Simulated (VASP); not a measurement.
# Ge (Imma) in VASP: notebook

The runs below take Ge through single point, with revPBE, BLYP, r2SCAN.

Everything below comes from runs of VASP 6.6.1. Logs are shortened: lines on timing, memory, paths and dates and some standing lists are left out, and cuts for length are marked.

## (1) The cell of the first run

Symmetry: Imma, No. 74, orthorhombic system. Conventional cell: a = 4.992 Å, b = 5.302 Å, c = 2.874 Å, α = 90.00°, β = 90.00°, γ = 90.00°. Within 3.5 Å of Ge (site symmetry mm2) lie 8 Ge at 2.68 to 3.08 Å.

## (2) Single point, revPBE

The input, INCAR:

```
SYSTEM = Ge
PREC     = Accurate       ! precision mode
ENCUT    = 520            ! plane-wave cutoff, eV
EDIFF    = 1E-6           ! SCF threshold, eV
ISMEAR   = -1             ! smearing method
SIGMA    = 0.05           ! smearing width, eV
LREAL    = .False.        ! projectors in reciprocal space
LASPH    = .True.         ! aspherical terms in the spheres
NELM     = 80             ! most SCF steps
ALGO     = Normal         ! electronic algorithm
ISIF     = 2              ! what is computed and relaxed
LWAVE    = .False.        ! write WAVECAR
LCHARG   = .True.         ! write CHGCAR
GGA      = RE             ! functional
LELF     = .True.         ! ELF
LVHAR    = .True.       
NBANDS   = 21             ! bands
```

The input, KPOINTS:

```
regular mesh
0
Gamma
  11 11 11
  0 0 0
```

The input, POSCAR:

```
Ge
1.0
   -2.4958980000      2.6508630000      1.4369470000
    2.4958980000     -2.6508630000      1.4369470000
    2.4958980000      2.6508630000     -1.4369470000
Ge
2
Direct
    0.3140570000      0.0640570000      0.2500000000
    0.6859430000      0.9359430000      0.7500000000
```

Potentials or basis: VASP PAW PBE potentials, release 64 (Ge_d).

The run is started by

```sh
> cat potpaw_PBE.64/Ge_d/POTCAR > POTCAR
> mpirun -np 1 vasp_std > vasp.out
```

OUTCAR:

```text
SYSTEM = Ge
   PREC = Accurate
   ENCUT = 520
   EDIFF = 1E-6
   ISMEAR = -1
   LREAL = .False.
   LASPH = .True.
   NELM = 80
   ISIF = 2
   GGA = RE

 ion  position               nearest neighbor table
   1  0.314  0.064  0.250-   2 2.68   2 2.68   2 2.72   2 2.72
   2  0.686  0.936  0.750-   1 2.68   1 2.68   1 2.72   1 2.72

  LATTYP: Found a body centered orthorhombic cell.
 ALAT       =     2.8738940000
 B/A-ratio  =     1.7369450648
 C/A-ratio  =     1.8447882907

  Lattice vectors:

 A1 = (   2.4958980000,  -2.6508630000,   1.4369470000)
 A2 = (  -2.4958980000,  -2.6508630000,  -1.4369470000)
 A3 = (   2.4958980000,   2.6508630000,  -1.4369470000)

Analysis of symmetry for initial positions (statically):
=====================================================================
 Subroutine PRICEL returns:
 Original cell was already a primitive cell.

 Routine SETGRP: Setting up the symmetry group for a
 body centered orthorhombic supercell.

 Subroutine GETGRP returns: Found  8 space group operations
 (whereof  4 operations were pure point group operations)
 out of a pool of  8 trial point group operations.

The static configuration has the point symmetry C_2h.
 The point group associated with its full space group is D_2h.

Analysis of symmetry for dynamics (positions and initial velocities):
=====================================================================
 Subroutine PRICEL returns:
 Original cell was already a primitive cell.

 Routine SETGRP: Setting up the symmetry group for a
 body centered orthorhombic supercell.

 Subroutine GETGRP returns: Found  8 space group operations
 (whereof  4 operations were pure point group operations)
 out of a pool of  8 trial point group operations.

The dynamic configuration has the point symmetry C_2h.
 The point group associated with its full space group is D_2h.

 Subroutine INISYM returns: Found  8 space group operations
 (whereof  4 operations are pure point group operations),
 and found     1 'primitive' translations

----------------------------------------------------------------------------------------

                                     Primitive cell

  volume of cell :      38.0290

  direct lattice vectors                    reciprocal lattice vectors
    -2.495898000  2.650863000  1.436947000     0.000000000  0.188617820  0.347959946
     2.495898000 -2.650863000  1.436947000     0.200328699  0.000000000  0.347959946
     2.495898000  2.650863000 -1.436947000     0.200328699  0.188617820  0.000000000

  length of vectors
     3.914255760  3.914255760  3.914255760     0.395793893  0.401506801  0.275151358

  position of ions in fractional coordinates (direct lattice)
     0.314057000  0.064057000  0.250000000
     0.685943000  0.935943000  0.750000000

  ion indices of the primitive-cell ions
   primitive index   ion index
                 1           1
                 2           2

----------------------------------------------------------------------------------------

 KPOINTS: regular mesh

Automatic generation of k-mesh.
 Grid dimensions read from file:
 generate k-points for:   11   11   11

 Generating k-lattice:

  Cartesian coordinates                     Fractional coordinates (reciprocal lattice)
     0.000000000  0.017147075  0.031632722     0.090909091 -0.000000000  0.000000000
     0.018211700  0.000000000  0.031632722    -0.000000000  0.090909091  0.000000000
     0.018211700  0.017147075  0.000000000     0.000000000  0.000000000  0.090909091

  Length of vectors
     0.035981263  0.036500618  0.025013760

  Shift w.r.t. Gamma in fractional coordinates (k-lattice)
     0.000000000  0.000000000  0.000000000

 Subroutine IBZKPT returns following result:
 ===========================================

 Found    216 irreducible k-points:

 Following reciprocal coordinates:
            Coordinates               Weight
  0.000000  0.000000  0.000000      1.000000
  0.090909  0.000000 -0.000000      4.000000
  0.181818  0.000000 -0.000000      4.000000
  0.272727  0.000000 -0.000000      4.000000
  0.363636  0.000000 -0.000000      4.000000
  0.454545  0.000000 -0.000000      4.000000
[... 16 lines left out ...]
  0.454545  0.181818 -0.000000      8.000000
 -0.454545  0.181818  0.000000      8.000000
 [... further k-points ...]
   k-points           NKPTS =    216   k-points in BZ     NKDIM =    216   number of bands    NBANDS=     21
   number of dos      NEDOS =    301   number of ions     NIONS =      2
   total plane-waves  NPLWV =  27000
   dimension x,y,z NGX =    30 NGY =   30 NGZ =   30
   dimension x,y,z NGXF=    60 NGYF=   60 NGZF=   60
   ions per type =               2
   NGX,Y,Z   is equivalent  to a cutoff of  12.74, 12.74, 12.74 a.u.
   NGXF,Y,Z  is equivalent  to a cutoff of  25.48, 25.48, 25.48 a.u.
 SYSTEM =  Ge
   PREC   = accura    normal or accurate (medium, high low for compatibility)
   ISTART =      0    job   : 0-new  1-cont  2-samecut
   ICHARG =      2    charge: 1-file 2-atom 10-const
   ISPIN  =      1    spin polarized calculation?
   LNONCOLLINEAR =      F non collinear calculations
   LSORBIT =      F    spin-orbit coupling
   LASPH  =      T    aspherical Exc in radial PAW
   ENCUT  =  520.0 eV  38.22 Ry    6.18 a.u.   7.28  7.28  7.28*2*pi/ulx,y,z
   NELM   =     80;   NELMIN=  2; NELMDL= -5     # of ELM steps
   EDIFF  = 0.1E-05   stopping-criterion for ELM
   LREAL  =      F    real-space projection
   EDIFFG = 0.1E-04   stopping-criterion for IOM
   NSW    =      0    number of steps for IOM
   IBRION =     -1    ionic relax: 0-MD 1-quasi-New 2-CG
   NFREE  =      0    steps in history (QN), initial steepest desc. (CG)
   ISIF   =      2    stress and relaxation
   ISYM   =      2    0-nonsym 1-usesym 2-fastsym
   POTIM  = 0.5000    time-step for ionic-motion
   TEBEG  =    0.0;   TEEND  =   0.0 temperature during run
   PSTRESS=    0.0 pullay stress
   NELECT =      28.0000    total number of electrons
   NUPDOWN=      -1.0000    fix difference up-down
   EMIN   =  10.00;   EMAX   =-10.00  energy-range for DOS
   EFERMI =   0.00;   METHOD = LEGACY
   ISMEAR =    -1;   SIGMA  =   0.05  broadening in eV -4-tet -1-fermi 0-gaus
   EFERMI_NEDOS =   21; number of points for ismear=-14 and -15
   IALGO  =     38    algorithm
   IMIX   =      4    mixing-type and parameters
     AMIX     =   0.40;   BMIX     =  1.00
     AMIX_MAG =   1.60;   BMIX_MAG =  1.00
  volume/ion in A,a.u.               =      19.01       128.32
  Fermi-wavevector in a.u.,A,eV,Ry     =   1.478277  2.793539 29.732860  2.185304
  Thomas-Fermi vector in A             =   2.592578
   LORBIT       =      0    0 simple, 1 ext, 2 COOP (PROOUT), +10 PAW based schemes
   GGA     = RE    functional components
   LHFCALC =     F    Hartree Fock is set to
   AEXX    =    0.0000 exact exchange contribution
   IVDW    =     0    specifies the selected vdW correction
   LEPSILON=     F    determine dielectric tensor
   LRPA    =     F    only Hartree local field effects (RPA)
 non-spin polarized calculation
  energy-cutoff  :      520.00
  volume of cell :       38.03
 maximum number of plane-waves:      1044
 NGX is ok and might be reduce to    30
   NGX = 15   NGY = 15   NGZ = 15

 number of electron      28.0000014 magnetization

 Free energy of the ion-electron system (eV)
  ---------------------------------------------------
  ext. energy  EPLUGINS =         0.00000000
  ---------------------------------------------------
  free energy    TOTEN  =        -7.93841063 eV

  energy without entropy =       -7.93220181  energy(sigma->0) =       -7.93530622

 E-fermi :   6.6399     XC(G=0): -11.1126

 val. band max:        6.6397527200   @ k =   0.4545   0.1818  -0.0000
 cond. band min:       6.6560144395   @ k =   0.4545   0.3636  -0.0000
 fundamental gap:      0.0162617195
 Fermi energy:         6.6398626405

 k-point     1 :       0.0000    0.0000    0.0000
  band No.  band energies     occupation
      1     -18.1829      2.00000
      2     -18.1090      2.00000
      3     -18.1070      2.00000
      4     -18.1020      2.00000
      5     -18.0709      2.00000
      6     -18.0338      2.00000
[... 13 lines left out ...]
     20      17.2840      0.00000
     21      19.2382      0.00000

 k-point     2 :       0.0909    0.0000   -0.0000
  band No.  band energies     occupation
      1     -18.1767      2.00000
      2     -18.1028      2.00000
      3     -18.0980      2.00000
      4     -18.0952      2.00000
      5     -18.0726      2.00000
      6     -18.0362      2.00000
[... 13 lines left out ...]
     20      17.5540      0.00000
     21      18.5540      0.00000

 k-point     3 :       0.1818    0.0000   -0.0000
  band No.  band energies     occupation
      1     -18.1598      2.00000
      2     -18.0874      2.00000
      3     -18.0832      2.00000
      4     -18.0760      2.00000
      5     -18.0677      2.00000
      6     -18.0403      2.00000
[... 13 lines left out ...]
     20      15.7734      0.00000
     21      18.7168      0.00000

 k-point     4 :       0.2727    0.0000   -0.0000
  band No.  band energies     occupation
      1     -18.1365      2.00000
      2     -18.0829      2.00000
      3     -18.0682      2.00000
      4     -18.0647      2.00000
      5     -18.0358      2.00000
      6     -18.0327      2.00000
[... 13 lines left out ...]
     20      14.5966      0.00000
     21      19.3306      0.00000

 k-point     5 :       0.3636    0.0000   -0.0000
  band No.  band energies     occupation
      1     -18.1123      2.00000
      2     -18.0830      2.00000
      3     -18.0583      2.00000
      4     -18.0534      2.00000
      5     -18.0379      2.00000
      6     -18.0363      2.00000
[... 13 lines left out ...]
     20      15.1327      0.00000
     21      20.4792      0.00000
[... 382 lines left out ...]
     20      16.6574      0.00000
     21      18.6349      0.00000

 k-point    22 :       0.3636    0.1818   -0.0000
  band No.  band energies     occupation
      1     -18.1182      2.00000
      2     -18.0916      2.00000
      3     -18.0761      2.00000
      4     -18.0441      2.00000
      5     -18.0392      2.00000
      6     -18.0148      2.00000
[... 13 lines left out ...]
     20      17.6295      0.00000
     21      18.8734      0.00000

 k-point    23 :       0.4545    0.1818   -0.0000
  band No.  band energies     occupation
      1     -18.1111      2.00000
      2     -18.0842      2.00000
      3     -18.0644      2.00000
      4     -18.0567      2.00000
      5     -18.0340      2.00000
      6     -18.0104      2.00000
[... 13 lines left out ...]
     20      17.4294      0.00000
     21      18.5766      0.00000

 k-point    24 :      -0.4545    0.1818    0.0000
  band No.  band energies     occupation
      1     -18.1133      2.00000
      2     -18.0798      2.00000
      3     -18.0695      2.00000
      4     -18.0527      2.00000
      5     -18.0451      2.00000
      6     -18.0125      2.00000
[... 13 lines left out ...]
     20      17.4361      0.00000
     21      17.6128      0.00000

 [... further k-points ...]
[... 5 lines left out ...]
  --------------------------------------------------------------------------------------
  -------------------------------------------------------------------------------------
  Total        0.8147065      0.3236695      0.4464770      0.0000000      0.0000000      0.0000000
  in kB       34.3239219     13.6363281     18.8102617      0.0000000      0.0000000      0.0000000
  external PRESSURE =      22.2568372 kB  Pullay stress =       0.0000000 kB

 VOLUME and BASIS-vectors are now :
 -----------------------------------------------------------------------------
  energy-cutoff  :      520.00
  volume of cell :       38.03
      direct lattice vectors                 reciprocal lattice vectors
    -2.495898000  2.650863000  1.436947000     0.000000000  0.188617820  0.347959946
     2.495898000 -2.650863000  1.436947000     0.200328699  0.000000000  0.347959946
     2.495898000  2.650863000 -1.436947000     0.200328699  0.188617820  0.000000000

 POSITION                                       TOTAL-FORCE (eV/Angst)
 -----------------------------------------------------------------------------------
      0.00000      1.32543      0.18409        -0.000000      0.000000      0.055027
      2.49590      1.32543      1.25285         0.000000     -0.000000     -0.055027
 -----------------------------------------------------------------------------------
    total drift:                               -0.000000     -0.000000      0.000000

  FREE ENERGIE OF THE ION-ELECTRON SYSTEM (eV)
  ---------------------------------------------------
  free  energy   TOTEN  =        -7.9384106301 eV

  energy  without entropy=       -7.9322018120  energy(sigma->0) =       -7.93530622
```

It took 3.4 min on 1 thread of Intel Xeon 8259CL, shared host; peak memory 0.27 GiB.

Results:

```yaml
Free_energy: -7.9384 eV
Pressure: 2.2 GPa
Largest_force: 0.055 eV/Å
Band_gap_on_the_k_mesh: zero (bands 14 and 15 overlap by 5.24 eV)
```

Forces in eV/Å, atoms in the order of the input:
```
Ge   0.000  0.000  0.055
Ge   0.000  0.000 -0.055
```

Caveat: the PAW data sets were made with another functional, which shifts forces and pressure a little.

## (3) Single point, BLYP

The input, INCAR:

```
PREC = Accurate ; ENCUT = 520
EDIFF = 1E-6 ; ISMEAR = -1
SIGMA = 0.05 ; LREAL = F
LASPH = T ; NELM = 80
ALGO = Normal ; ISIF = 2
LWAVE = F ; LCHARG = F
GGA = B5 ; ALDAX = 1.0
AGGAX = 1.0 ; AGGAC = 1.0
ALDAC = 0.0 ; NBANDS = 21
```

The input, KPOINTS:

```
regular mesh
0
Gamma
  11 11 11
```

POSCAR is that of step 2.

Potentials or basis: VASP PAW PBE potentials, release 64 (Ge_d).

The run is started by

```sh
> cat potpaw_PBE.64/Ge_d/POTCAR > POTCAR
> mpirun -np 1 vasp_std > vasp.out
```

It took 4.3 min on 1 thread of Intel Xeon 8259CL, shared host; peak memory 0.27 GiB.

Results (log left out):

```
Free energy            : -6.8096 eV
Pressure               : 7.4 GPa
Largest force          : 0.076 eV/Å
Band gap on the k mesh : zero (bands 14 and 15 overlap by 4.98 eV)
```

Forces on the atoms (eV/Å):
```
Ge   0.000  0.000  0.076
Ge   0.000  0.000 -0.076
```

Stress tensor (GPa, compression positive):
```
8.66 0.00 0.00
0.00 6.57 0.00
0.00 0.00 7.05
```

Levels at points of the mesh, in eV from the Fermi level:
| k point | band 11 | band 12 | band 13 | band 14 | band 15 | band 16 | band 17 | band 18 |
| --- | --- | --- | --- | --- | --- | --- | --- | --- |
| (0.00, 0.00, 0.00) | -13.10 | -4.05 | -2.35 | -1.92 | 3.90 | 6.83 | 6.97 | 7.67 |

Caveat: the cell stands under pressure; the PAW data sets were made with another functional, which shifts forces and pressure a little.

## (4) Single point, r2SCAN

This run uses another cell than the first one, of 20.16 Å³/atom.

The input, POSCAR:

```
Ge
1.0
   -2.5448496043      2.7028539053      1.4651295863
    2.5448496043     -2.7028539053      1.4651295863
    2.5448496043      2.7028539053     -1.4651295863
Ge
2
Direct
    0.3140570000      0.0640570000      0.2500000000
    0.6859430000      0.9359430000      0.7500000000
```

The input, INCAR.step1:

```
PREC     = Accurate       # precision mode
ENCUT    = 520            # plane-wave cutoff, eV
ISMEAR   = -1             # smearing method
SIGMA    = 0.05           # smearing width, eV
LREAL    = False          # projectors in reciprocal space
LASPH    = True           # aspherical terms in the spheres
NELM     = 80             # most SCF steps
NBANDS   = 21             # bands
GGA      = PE             # functional
ALGO     = Normal         # electronic algorithm
EDIFF    = 1E-4           # SCF threshold, eV
LWAVE    = True           # write WAVECAR
LCHARG   = False          # write CHGCAR
```

The input, INCAR.step2:

```
PREC     = Accurate       # precision mode
ENCUT    = 520            # plane-wave cutoff, eV
EDIFF    = 1E-7           # SCF threshold, eV
ISMEAR   = -1             # smearing method
SIGMA    = 0.05           # smearing width, eV
LREAL    = False          # projectors in reciprocal space
LASPH    = True           # aspherical terms in the spheres
NELM     = 80             # most SCF steps
ALGO     = Normal         # electronic algorithm
ISIF     = 2              # what is computed and relaxed
LWAVE    = False          # write WAVECAR
LCHARG   = False          # write CHGCAR
METAGGA  = R2SCAN         # meta-GGA
LMIXTAU  = True         
NBANDS   = 21             # bands
ISTART   = 1
```

KPOINTS is that of step 3.

The run is started by

```sh
> cat potpaw_PBE.64/Ge_d/POTCAR > POTCAR
> cp INCAR.step1 INCAR
> mpirun -np 1 vasp_std > vasp.out
> cp INCAR.step2 INCAR
> mpirun -np 1 vasp_std > vasp.out
```

Wall time 18 min (1 thread of Oxide Virtual Turin-like, shared host); peak memory 0.24 GiB.

Results (log left out):

| Item | Value |
| --- | --- |
| Free energy | -26.9572 eV |
| Pressure | -5.0 GPa |
| Largest force | 0.105 eV/Å |
| Band gap on the k mesh | zero (bands 14 and 15 overlap by 5.02 eV) |

Forces in eV/Å, atoms in the order of the input:
```
Ge   0.000  0.000  0.105
Ge   0.000  0.000 -0.105
```

Stress tensor (GPa, compression positive):
```
-4.06  0.00  0.00
 0.00 -6.01  0.00
 0.00  0.00 -5.04
```

Levels at points of the mesh, in eV from the Fermi level:
| k point | band 12 | band 13 | band 14 | band 15 | band 16 | band 17 |
| --- | --- | --- | --- | --- | --- | --- |
| (0.00, 0.00, 0.00) | -4.10 | -2.42 | -1.95 | 4.04 | 6.93 | 7.12 |

Caveat: the cell stands under tension; the PAW data sets were made with another functional, which shifts forces and pressure a little.

## (5) The runs side by side

| level | cell | gap on the mesh (eV) | pressure (GPa) | largest force (eV/Å) |
| --- | --- | --- | --- | --- |
| revPBE | a = 3.914 Å, angles 100.8, 94.7, 136.9°, 2 atoms | none | 2.2 | 0.06 |
| BLYP | a = 3.914 Å, angles 100.8, 94.7, 136.9°, 2 atoms | none | 7.4 | 0.08 |
| r2SCAN | a = 3.991 Å, angles 100.8, 94.7, 136.9°, 2 atoms | none | -5.0 | 0.10 |

Alike in all rows: task single point; potentials or basis VASP PAW PBE potentials, release 64 (Ge_d); no spin polarisation; k mesh 11 × 11 × 11; cutoff (eV) 520; smearing fermi-dirac 0.05 eV.

Caveats: the PAW data sets were made with another functional, which shifts forces and pressure a little; the cell stands under pressure (at least some runs); the cell stands under tension (at least some runs).

Absolute energies hang on the potentials; compare differences alone.
